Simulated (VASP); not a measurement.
# Hf2C (P6_3/mmc) in VASP: a series of runs

Runs on Hf2C. Level: PBE. Tasks: single point.

All numbers are computed with VASP 6.6.1; they aren't measurements. Logs are shortened: lines on timing, memory, paths and dates and some standing lists are left out, and cuts for length are marked.

### 1 The cell of the first run

It takes space group P6_3/mmc (No. 194, hexagonal). The conventional cell has a = 3.004 Å, b = 3.004 Å, c = 12.340 Å, α = 90.00°, β = 90.00°, γ = 120.00°. Within 3.0 Å of Hf (site symmetry 3m) lie 3 C at 2.30 Å. C (site symmetry -6m2) has 6 Hf at 2.30 Å within 3.0 Å.

### 2 Single point, PBE

The input, INCAR:

```
SYSTEM = Hf2C
  PREC = Accurate
  ENCUT = 520
  EDIFF = 1E-6
  ISMEAR = 0
  SIGMA = 0.1
  LREAL = .FALSE.
  LASPH = .TRUE.
  NELM = 80
  ALGO = Normal
  ISIF = 2
  LWAVE = .FALSE.
  LCHARG = .FALSE.
  GGA = PE
  NBANDS = 33
```

The input, KPOINTS:

```
Automatic mesh
0
G
  6 6 2
  0 0 0
```

The input, POSCAR:

```
Hf2C
1.0
    3.0038962000      0.0000000000      0.0000000000
   -1.5019481000      2.6014504200      0.0000000000
    0.0000000000      0.0000000000     12.3400644100
Hf C
4 2
Direct
    0.3333333300      0.6666666700      0.6278227000
    0.6666666700      0.3333333300      0.1278227000
    0.6666666700      0.3333333300      0.3721773000
    0.3333333300      0.6666666700      0.8721773000
    0.3333333300      0.6666666700      0.2500000000
    0.6666666700      0.3333333300      0.7500000000
```

Potentials or basis: VASP PAW PBE potentials, release 64 (Hf_pv, C).

Command:

```console
> cat potpaw_PBE.64/Hf_pv/POTCAR potpaw_PBE.64/C/POTCAR > POTCAR
> mpirun -np 1 vasp_std > vasp.out
```

OUTCAR:

```text
SYSTEM = Hf2C
   PREC = Accurate
   ENCUT = 520
   EDIFF = 1E-6
   ISMEAR = 0
   LREAL = .FALSE.
   LASPH = .TRUE.
   NELM = 80
   ISIF = 2
   GGA = PE

 ion  position               nearest neighbor table
   1  0.333  0.667  0.628-   6 2.30   6 2.30   6 2.30   4 3.02   3 3.60   3 3.60   3 3.60
   2  0.667  0.333  0.128-   5 2.30   5 2.30   5 2.30   3 3.02   4 3.60   4 3.60   4 3.60
   3  0.667  0.333  0.372-   5 2.30   5 2.30   5 2.30   2 3.02   1 3.60   1 3.60   1 3.60
   4  0.333  0.667  0.872-   6 2.30   6 2.30   6 2.30   1 3.02   2 3.60   2 3.60   2 3.60
   5  0.333  0.667  0.250-   2 2.30   3 2.30   2 2.30   3 2.30   2 2.30   3 2.30
   6  0.667  0.333  0.750-   1 2.30   4 2.30   1 2.30   4 2.30   1 2.30   4 2.30

  LATTYP: Found a hexagonal cell.
 ALAT       =     3.0038962000
 C/A-ratio  =     4.1080195814

  Lattice vectors:

 A1 = (   3.0038962000,   0.0000000000,   0.0000000000)
 A2 = (  -1.5019481000,   2.6014504200,   0.0000000000)
 A3 = (   0.0000000000,   0.0000000000,  12.3400644100)

Analysis of symmetry for initial positions (statically):
=====================================================================
 Subroutine PRICEL returns:
 Original cell was already a primitive cell.

 Routine SETGRP: Setting up the symmetry group for a
 hexagonal supercell.

 Subroutine GETGRP returns: Found 24 space group operations
 (whereof 12 operations were pure point group operations)
 out of a pool of 24 trial point group operations.

The static configuration has the point symmetry D_3d.
 The point group associated with its full space group is D_6h.

Analysis of symmetry for dynamics (positions and initial velocities):
=====================================================================
 Subroutine PRICEL returns:
 Original cell was already a primitive cell.

 Routine SETGRP: Setting up the symmetry group for a
 hexagonal supercell.

 Subroutine GETGRP returns: Found 24 space group operations
 (whereof 12 operations were pure point group operations)
 out of a pool of 24 trial point group operations.

The dynamic configuration has the point symmetry D_3d.
 The point group associated with its full space group is D_6h.

 Subroutine INISYM returns: Found 24 space group operations
 (whereof 12 operations are pure point group operations),
 and found     1 'primitive' translations

----------------------------------------------------------------------------------------

[... 92 lines left out ...]
   NSW    =      0    number of steps for IOM
   IBRION =     -1    ionic relax: 0-MD 1-quasi-New 2-CG
   NFREE  =      0    steps in history (QN), initial steepest desc. (CG)
   ISIF   =      2    stress and relaxation
   ISYM   =      2    0-nonsym 1-usesym 2-fastsym
   POTIM  = 0.5000    time-step for ionic-motion
   TEBEG  =    0.0;   TEEND  =   0.0 temperature during run
   PSTRESS=    0.0 pullay stress
   NELECT =      48.0000    total number of electrons
   NUPDOWN=      -1.0000    fix difference up-down
   EMIN   =  10.00;   EMAX   =-10.00  energy-range for DOS
   EFERMI =   0.00;   METHOD = LEGACY
   ISMEAR =     0;   SIGMA  =   0.10  broadening in eV -4-tet -1-fermi 0-gaus
   EFERMI_NEDOS =   21; number of points for ismear=-14 and -15
   IALGO  =     38    algorithm
   IMIX   =      4    mixing-type and parameters
     AMIX     =   0.40;   BMIX     =  1.00
     AMIX_MAG =   1.60;   BMIX_MAG =  1.00
  volume/ion in A,a.u.               =      16.07       108.46
  Fermi-wavevector in a.u.,A,eV,Ry     =   1.297426  2.451780 22.902882  1.683314
  Thomas-Fermi vector in A             =   2.428819
   LORBIT       =      0    0 simple, 1 ext, 2 COOP (PROOUT), +10 PAW based schemes
   GGA     = PE    functional components
   LHFCALC =     F    Hartree Fock is set to
   AEXX    =    0.0000 exact exchange contribution
   IVDW    =     0    specifies the selected vdW correction
   LEPSILON=     F    determine dielectric tensor
   LRPA    =     F    only Hartree local field effects (RPA)
 non-spin polarized calculation
 Gauss-broadening in eV      SIGMA  =   0.10
  energy-cutoff  :      520.00
  volume of cell :       96.43
 maximum number of plane-waves:      2626
 NGX is ok and might be reduce to    24
   NGX = 11   NGY = 11   NGZ = 45

 number of electron      47.9999990 magnetization

 Free energy of the ion-electron system (eV)
  ---------------------------------------------------
  ext. energy  EPLUGINS =         0.00000000
  ---------------------------------------------------
  free energy    TOTEN  =       -56.99920232 eV

  energy without entropy =      -56.95645066  energy(sigma->0) =      -56.97782649

 E-fermi :   5.1571     XC(G=0): -11.6580

 val. band max:        5.1405945606   @ k =   0.3333   0.1667   0.0000
 cond. band min:       5.1713972978   @ k =   0.3333   0.0000   0.0000
 fundamental gap:      0.0308027372
 Fermi energy:         5.1570918217

 k-point     1 :       0.0000    0.0000    0.0000
  band No.  band energies     occupation
      1     -25.0269      2.00000
      2     -24.8961      2.00000
      3     -24.6252      2.00000
      4     -24.4836      2.00000
      5     -24.3795      2.00000
      6     -24.3795      2.00000
[... 493 lines left out ...]
     32      10.2335      0.00000
     33      10.2391      0.00000

------------------------ aborting loop because EDIFF is reached ----------------------------------------

  FORCE on cell =-STRESS in cart. coord.  units (eV):
  Direction    XX          YY          ZZ          XY          YZ          ZX
  --------------------------------------------------------------------------------------
  -------------------------------------------------------------------------------------
  Total       13.9486138     13.9486138    -11.5810205      0.0000000      0.0000000     -0.0000000
  in kB      231.7521275    231.7521276   -192.4152597      0.0000000      0.0000000     -0.0000000
  external PRESSURE =      90.3629984 kB  Pullay stress =       0.0000000 kB

 VOLUME and BASIS-vectors are now :
 -----------------------------------------------------------------------------
  energy-cutoff  :      520.00
  volume of cell :       96.43
      direct lattice vectors                 reciprocal lattice vectors
     3.003896200  0.000000000  0.000000000     0.332900984  0.192200473  0.000000000
    -1.501948100  2.601450420  0.000000000     0.000000000  0.384400945  0.000000000
     0.000000000  0.000000000 12.340064410     0.000000000  0.000000000  0.081036854

 POSITION                                       TOTAL-FORCE (eV/Angst)
 -----------------------------------------------------------------------------------
     -0.00000      1.73430      7.74737         0.000000     -0.000000      0.823521
      1.50195      0.86715      1.57734        -0.000000      0.000000      0.823521
      1.50195      0.86715      4.59269        -0.000000      0.000000     -0.823521
     -0.00000      1.73430     10.76272         0.000000      0.000000     -0.823521
     -0.00000      1.73430      3.08502        -0.000000     -0.000000      0.000000
      1.50195      0.86715      9.25505        -0.000000      0.000000      0.000000
 -----------------------------------------------------------------------------------
    total drift:                               -0.000004      0.000002     -0.000000

  FREE ENERGIE OF THE ION-ELECTRON SYSTEM (eV)
  ---------------------------------------------------
  free  energy   TOTEN  =       -56.9992023188 eV

  energy  without entropy=      -56.9564506593  energy(sigma->0) =      -56.97782649
```

OSZICAR:

```text
N       E                     dE             d eps       ncg     rms          rms(c)
DAV:   1     0.207213050900E+03    0.20721E+03   -0.25876E+04   932   0.140E+03
DAV:   2    -0.529898713042E+02   -0.26020E+03   -0.24637E+03  1124   0.351E+02
DAV:   3    -0.667840290583E+02   -0.13794E+02   -0.13291E+02  1192   0.553E+01
[... 12 lines left out ...]
DAV:  16    -0.569992289826E+02    0.15303E-02   -0.51592E-03   981   0.329E-01    0.212E-01
DAV:  17    -0.569992066789E+02    0.22304E-04   -0.32558E-04  1216   0.923E-02    0.531E-02
DAV:  18    -0.569992045293E+02    0.21496E-05   -0.56869E-05  1135   0.297E-02    0.527E-02
DAV:  19    -0.569992026974E+02    0.18319E-05   -0.20521E-05  1064   0.200E-02    0.271E-02
DAV:  20    -0.569992023188E+02    0.37857E-06   -0.16570E-06   789   0.605E-03
   1 F= -.56999202E+02 E0= -.56977826E+02  d E =-.427517E-01
```

It took 60 s on 1 thread of Intel Xeon Platinum 8488C (Sapphire Rapids), shared host; peak memory 0.23 GiB.

What came out:

- Free energy: -56.9992 eV
- Pressure: 9.0 GPa
- Largest force: 0.824 eV/Å
- Band gap on the k mesh: zero (band 24 reaches 5.28 eV, above the bottom of band 25 at 4.62 eV)

Forces on the atoms (eV/Å):
```
Hf   0.000  0.000  0.824
Hf   0.000  0.000  0.824
Hf   0.000  0.000 -0.824
Hf   0.000  0.000 -0.824
C    0.000  0.000  0.000
C    0.000  0.000  0.000
```

Caveat: the k points lie up to 0.40 Å⁻¹ apart; spin-orbit coupling is left out, which moves the levels of the heavy elements.

### 3 Single point, PBE

This run uses another cell than the first one, of 16.75 Å³/atom, 1.042 times its volume.

Edit INCAR of step 2 so:

```diff
@@ -8,3 +8,3 @@
   LASPH = .TRUE.
-  NELM = 80
+  NELM = 60
   ALGO = Normal
```

KPOINTS is that of step 2.

The input, POSCAR:

```
Hf2C
1.0
    3.2435980596      0.0000000000      0.0000000000
   -1.6217990298      2.8090383193      0.0000000000
    0.0000000000      0.0000000000     11.0279107787
Hf C
4 2
Direct
    0.3333333333      0.6666666667      0.6241789384
    0.6666666667      0.3333333333      0.1241789384
    0.6666666667      0.3333333333      0.3758210616
    0.3333333333      0.6666666667      0.8758210616
    0.3333333333      0.6666666667      0.2500000000
    0.6666666667      0.3333333333      0.7500000000
```

Potentials or basis: VASP PAW PBE potentials, release 64 (Hf_pv, C).

Command:

```console
> cat potpaw_PBE.64/Hf_pv/POTCAR potpaw_PBE.64/C/POTCAR > POTCAR
> mpirun -np 1 vasp_std > vasp.out
```

It took 44 s on 1 thread of Intel Xeon Platinum 8488C (Sapphire Rapids), shared host; peak memory 0.22 GiB.

It converged, with:

```
Free energy            : -58.8038 eV
Pressure               : -0.5 GPa
Largest force          : 0.092 eV/Å
Band gap on the k mesh : zero (band 24 reaches 5.22 eV, above the bottom of band 25 at 5.09 eV)
```

Forces in eV/Å, atoms in the order of the input:
```
Hf   0.000  0.000  0.092
Hf   0.000  0.000  0.092
Hf   0.000  0.000 -0.092
Hf   0.000  0.000 -0.092
C    0.000  0.000  0.000
C    0.000  0.000  0.000
```

Stress tensor (GPa, compression positive):
```
-0.18  0.00  0.00
 0.00 -0.18  0.00
 0.00  0.00 -1.05
```

Levels at points of the mesh, in eV from the Fermi level:
```csv
k point,band 21,band 22,band 23,band 24,band 25,band 26,band 27,band 28
"(0.00, 0.00, 0.00)",-1.74,-1.69,-0.63,-0.36,1.55,1.55,1.70,1.70
"(0.50, 0.00, 0.00)",-1.63,-1.07,-0.73,-0.38,-0.06,0.47,0.79,1.91
"(0.00, 0.00, 0.50)",-1.84,-1.84,-0.59,-0.59,1.66,1.66,1.66,1.66
"(0.50, 0.00, 0.50)",-1.38,-1.38,-0.43,-0.43,0.00,0.00,1.45,1.45
```

Caveat: the k points lie up to 0.37 Å⁻¹ apart; spin-orbit coupling is left out, which moves the levels of the heavy elements.
